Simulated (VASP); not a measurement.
SiC: single point with PBE

The system is SiC.

```
Si C
1.0
     2.86475    0.00000    0.00000
    -1.43238    2.48095    0.00000
     0.00000    0.00000    2.55815
Si C
1 1
Direct
  0.66667 0.33333 0.50000
  0.33333 0.66667 0.00000
```

* Program: VASP 6.6.1
* Task: single point
* Functional: PBE
* Potentials or basis: VASP PAW PBE potentials, release 64 (Si, C)
* Cutoff: 600 eV
* k mesh: 6 × 6 × 6
* Occupations: gaussian, width 0.1 eV
* Spin: no spin polarisation

```json
{
 "Pressure": "-0.1 GPa",
 "Band gap on the k mesh": "zero (band 4 reaches 12.64 eV, above the bottom of band 5 at 8.81 eV)"
}
```

Levels at points of the mesh, in eV from the Fermi level:
| k point | band 2 | band 3 | band 4 | band 5 | band 6 | band 7 |
| --- | --- | --- | --- | --- | --- | --- |
| (0.00, 0.00, 0.00) | -0.90 | -0.90 | -0.63 | 4.00 | 5.65 | 6.52 |
| (0.50, 0.00, 0.00) | -10.94 | -3.37 | 1.27 | 1.65 | 9.01 | 9.66 |
| (0.00, 0.00, 0.50) | -11.78 | 1.23 | 1.23 | 7.79 | 7.79 | 8.79 |
| (0.50, 0.00, 0.50) | -7.97 | -7.05 | -3.80 | -0.68 | 4.94 | 6.49 |

Run time: 3.1 s on 1 thread of Intel(R) Xeon(R) 6975P-C (Granite Rapids), on a shared host, peak memory 0.12 GiB.

Caveat: the k points lie up to 0.42 Å⁻¹ apart.
